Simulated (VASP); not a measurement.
Wanted: the native input for a VASP 6.6.1 run.

- Task: evGW0 quasiparticle levels
- Functional: LDA
- Potentials or basis: VASP PAW LDA potentials, release 64 (Ba_sv_GW, Cl_GW, H_GW)
- Cutoff: 500 eV
- k mesh: 4 × 4 × 2
- Occupations: gaussian, width 0.01 eV
- Spin: no spin polarisation
- GW scheme: evGW0
- GW iterations: 4
- Cutoff of the response function: 120
- Frequency points: 50
- Empty bands: 417
- Further INCAR settings: ALGO = EVGW0; EDIFF = 1e-08; NBANDS = 435

BaHCl:

```
Ba Cl H
1.0
     4.40800    0.00000    0.00000
     0.00000    4.40800    0.00000
     0.00000    0.00000    7.20200
Ba Cl H
2 2 2
Direct
  0.50000 0.00000 0.78500
  0.00000 0.50000 0.21500
  0.50000 0.00000 0.35000
  0.00000 0.50000 0.65000
  0.50000 0.50000 0.00000
  0.00000 0.00000 0.00000
```

These files were run (other wordings do the same):

POSCAR

```
BaHCl
1.0
    4.4080000000      0.0000000000      0.0000000000
    0.0000000000      4.4080000000      0.0000000000
    0.0000000000      0.0000000000      7.2020000000
Ba Cl H
2 2 2
Direct
    0.5000000000      0.0000000000      0.7850000000
    0.0000000000      0.5000000000      0.2150000000
    0.5000000000      0.0000000000      0.3500000000
    0.0000000000      0.5000000000      0.6500000000
    0.5000000000      0.5000000000      0.0000000000
    0.0000000000      0.0000000000      0.0000000000
```

INCAR.step1

```
PREC = Accurate
ENCUT = 500
EDIFF = 1E-8
ISMEAR = 0
SIGMA = 0.01
LREAL = False
LASPH = True
NELM = 100
ALGO = Fast
LWAVE = True
LCHARG = False
GGA = CA
KPAR = 4
```

INCAR.step2

```
PREC = Accurate
ENCUT = 500
EDIFF = 1E-8
ISMEAR = 0
SIGMA = 0.01
LREAL = False
LASPH = True
NELM = 1
ALGO = Exact
LWAVE = True
LCHARG = False
GGA = CA
NBANDS = 435
LOPTICS = True
ISTART = 1
KPAR = 4
```

INCAR.step3

```
PREC = Accurate
ENCUT = 500
EDIFF = 1E-8
ISMEAR = 0
SIGMA = 0.01
LREAL = False
LASPH = True
ALGO = EVGW0
LWAVE = False
LCHARG = False
GGA = CA
NELMGW = 4
NBANDS = 435
ENCUTGW = 120
NOMEGA = 50
PRECFOCK = Fast
ISTART = 1
NBANDSGW = 26
KPAR = 4
```

KPOINTS

```
regular mesh
0
Gamma
  4 4 2
```

Potentials or basis: VASP PAW LDA potentials, release 64 (Ba_sv_GW, Cl_GW, H_GW).

The run is started by

```bash
$ cat potpaw_LDA.64/Ba_sv_GW/POTCAR potpaw_LDA.64/Cl_GW/POTCAR potpaw_LDA.64/H_GW/POTCAR > POTCAR
$ cp INCAR.step1 INCAR
$ mpirun -np 4 vasp_std > vasp.out
$ cp INCAR.step2 INCAR
$ mpirun -np 4 vasp_std > vasp.out
$ cp INCAR.step3 INCAR
$ mpirun -np 4 vasp_std > vasp.out
```

Results of the run:

```
Quasiparticle gap                                   : 5.44 eV
Least direct quasiparticle gap                      : 5.44 eV
Band gap of the starting levels on the mesh         : 2.97 eV
Least direct gap of the starting levels on the mesh : 2.97 eV
```

Caveat: the k points lie up to 0.44 Å⁻¹ apart; bands, screening cutoff and mesh are small and nothing is extrapolated, so the quasiparticle values aren't converged; spin-orbit coupling is left out, which moves the levels of the heavy elements.

Run time: 42 min on 4 MPI ranks on Intel(R) Xeon(R) Platinum 8375C CPU @ 2.90GHz (Ice Lake), with other jobs on the host, peak memory 3.7 GiB a rank.
